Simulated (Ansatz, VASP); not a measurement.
**One calculation of LiH, two programs**

Contents of INCAR:

```
SYSTEM = LiH
  ALGO = Normal
  EDIFF = 1E-6
  ENCUT = 750
  GGA = PE
  GGA_COMPAT = .False.
  ISIF = 2
  ISMEAR = 0
  LASPH = .True.
  LCHARG = .False.
  LREAL = .False.
  LWAVE = .False.
  NBANDS = 9
  NELM = 120
  PREC = Accurate
  SIGMA = 0.02
```

File KPOINTS:

```
k-points
0
Gamma
  10 10 10
  0 0 0
```

Contents of POSCAR:

```
LiH
1.0
    0.0000000000      2.0031114870      2.0031114870
    2.0031114870      0.0000000000      2.0031114870
    2.0031114870      2.0031114870      0.0000000000
Li H
1 1
Direct
    0.0000000000      0.0000000000      0.0000000000
    0.5000000000      0.5000000000      0.5000000000
```

Input for Ansatz:

```yaml
crystal:
  lattice:
    - [0.0, 2.003111487, 2.003111487]
    - [2.003111487, 0.0, 2.003111487]
    - [2.003111487, 2.003111487, 0.0]
  atoms:
    - { symbol: Li, position: [0.0, 0.0, 0.0] }
    - { symbol: H, position: [0.5, 0.5, 0.5] }
basis: {}
kpoints:
  mp_grid: { grid: [10, 10, 10] }
  band_path:
    path:
      - [[0.0, 0.0, 0.0], [0.5, 0.0, 0.5], [0.625, 0.25, 0.625]]
      - [[0.375, 0.375, 0.75], [0.0, 0.0, 0.0], [0.5, 0.5, 0.5], [0.5, 0.25, 0.75], [0.5, 0.0, 0.5]]
    npoints: 10
hamiltonian:
  xc: pbe
  pseudopotentials: { kind: all_electron, lapw: {} }
scf:
  occupations: { method: gaussian, width: 0.02 }
  n_extra_bands: 7
output:
  forces: true
  stress: true
  eigenvalues: true
```

Alike in both runs: task single point; functional PBE; k mesh 10 × 10 × 10; occupations gaussian, width 0.02 eV; no spin polarisation.

|  | VASP | Ansatz |
| --- | --- | --- |
| version | VASP 6.6.1 | Ansatz 0.2.0 |
| potentials or method | VASP PAW PBE potentials, release 64 (Li_sv, H), cutoff 750 eV | scalar-relativistic, all-electron LAPW |

|  | VASP | Ansatz | Ansatz less VASP |
| --- | --- | --- | --- |
| gap on the k mesh at the Fermi level (eV) | 2.98 | 2.98 | +0.003 |
| least direct gap on the mesh (eV) | 2.98 | 2.98 | +0.003 |
| pressure (GPa) | -0.2 | 0.0 | +0.18 |

Ansatz ran all-electron here, and VASP with PAW potentials.
